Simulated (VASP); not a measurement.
Runs of VASP 6.6.1 on NaCl. The structure is that of space group Fm-3m (No. 225), or close to it. The cells are those of the table. 

```csv
level,cell,k mesh,smearing,grid for exact exchange (PRECFOCK),share of exact exchange,screening parameter,gap on the mesh (eV),pressure (GPa)
PBE,"a = 3.907 Å, angles 61.0°, 2 atoms",8 × 8 × 8,fermi-dirac 0.02 eV,-,-,-,5.21,1.9
r2SCAN,"a = 3.907 Å, angles 61.0°, 2 atoms",8 × 8 × 8,gaussian 0.01 eV,-,-,-,6.03,(a)
r2SCAN,"a = 3.964, b = 4.066, c = 4.066 Å, angles 58.3, 60.8, 60.8°, 2 atoms",8 × 8 × 8,gaussian 0.01 eV,-,-,-,(b),-1.3
HSE06,"a = 3.907 Å, angles 61.0°, 2 atoms",6 × 6 × 6,gaussian 0.01 eV,Normal,0.25,0.2079 1/Å,6.58,(c)
```

Alike in all rows: task single point; potentials or basis VASP PAW PBE potentials, release 64 (Na_pv, Cl); no spin polarisation; cutoff (eV) 520.

Problem. Estimate the missing entries.

Solution. (a) 0.5; (b) 5.78; (c) 1.3.

Caveats: the PAW data sets were made with another functional, which shifts forces and pressure a little (at least some runs).

A k mesh can miss the band edges.
